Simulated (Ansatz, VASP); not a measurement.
# One calculation of Li2P, two programs

```
Li P
1.0
     4.28880    0.00000    0.00000
    -2.14440    3.71421    0.00000
     0.00000    0.00000    6.96451
Li P
4 2
Cartesian
  0.0000 0.0000 0.0000
  0.0000 2.4761 1.5290
  2.1444 1.2381 3.4823
  0.0000 2.4761 5.4355
  2.1444 1.2381 1.1390
  2.1444 1.2381 5.8255
```

Alike in both runs: functional PBE; k mesh 6 × 6 × 2; occupations gaussian, width 0.1 eV; no spin polarisation.

Ansatz relaxed the structure, and its values are those at the end. VASP's run is a single point on that final structure, the one shown.

|  | VASP | Ansatz |
| --- | --- | --- |
| version | VASP 6.6.1 | Ansatz 0.2.0 |
| potentials or method | VASP PAW PBE potentials, release 64 (Li_sv, P), cutoff 520 eV | scalar-relativistic, plane waves, PAW |
| valence electrons in the cell | 22 | 22 |

|  | VASP | Ansatz | Ansatz less VASP |
| --- | --- | --- | --- |
| gap on the k mesh at the Fermi level (eV) | none | none | - |
| rms of the force components (eV/Å) | 0.015 | 0.003 | -0.0120 |

A gap of «none» marks a metal or a gap that the smearing closes.

The k mesh is coarse, so the values compare programs but aren't converged. Noted on VASP's run: the cutoff is short for stress, so the pressure is rough.
